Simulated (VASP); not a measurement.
A run of VASP 6.6.1:

Contents of INCAR:

```
ALGO = Normal
EDIFF = 1E-6
ENCUT = 520
GGA = CA
ISIF = 2
ISMEAR = 0
LASPH = True
LCHARG = True
LELF = True
LREAL = False
LVHAR = True
LWAVE = False
NBANDS = 15
NELM = 60
PREC = Accurate
SIGMA = 0.05
```

Contents of KPOINTS:

```
k-points
0
Gamma
  8 8 8
```

POSCAR

```
KF
1.0
    0.0277336125      2.5956606986      2.5956606986
    2.5956606986      0.0277336125      2.5956606986
    2.5956606986      2.5956606986      0.0277336125
K F
1 1
Direct
    0.0000000000      0.0000000000      0.0000000000
    0.5000000000      0.5000000000      0.5000000000
```

Potentials or basis: VASP PAW LDA potentials, release 64 (K_sv, F).

The run is started by

```sh
$ cat potpaw_LDA.64/K_sv/POTCAR potpaw_LDA.64/F/POTCAR > POTCAR
$ mpirun -np 1 vasp_std > vasp.out
```

Hardware: 1 thread of AMD EPYC 7R13 (shared host).

Question: How long does it take, and how much memory?

Answer: It took 68 s on 1 thread of AMD EPYC 7R13, on a shared host, peak memory 0.13 GiB. Counts: scf iterations 13, k points 65.
